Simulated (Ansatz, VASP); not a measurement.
## CuO: VASP beside Ansatz

```
Cu O
1.0
     0.18960   -2.17229   -2.04314
    -2.01972    0.10630   -1.95984
     2.38320    2.28584   -4.38944
Cu O
2 2
Direct
  0.45623 0.53069 0.48541
  0.97428 0.98587 0.02436
  0.80166 0.74472 0.73928
  0.26782 0.23873 0.25095
```

Alike in both runs: functional r2SCAN; k mesh 10 × 10 × 5; occupations fermi-dirac, width 0.05 eV; no spin polarisation; Hubbard terms Cu d U = 2.0 eV.

```csv
,VASP,Ansatz
version,VASP 6.6.1,Ansatz 0.2.0
potentials or method,"VASP PAW PBE potentials, release 64 (Cu, O)",Ansatz PAW
plane-wave cutoff (eV),520,500
valence electrons in the cell,34,50
task,single point,band structure
```

```csv
,VASP,Ansatz,Ansatz less VASP
gap on the k mesh at the Fermi level (eV),none,none,-
pressure (GPa),-11.4,-10.0,+1.46
"traceless stress, the component that is largest in VASP (GPa)",9.07,8.70,-0.375
rms of the force components (eV/Å),0.697,0.707,+0.0101
```

VASP's potentials were made for PBE, not for r2SCAN. The programs project onto different local orbitals, so the same U acts differently, and such runs can settle in different states. Atom by atom the forces differ by 0.018 eV/Å (rms over components). A gap of «none» marks a metal or a gap that the smearing closes. VASP's potentials hold 34 valence electrons a cell and Ansatz's 50, so a difference there can come from the potentials and not from the codes.
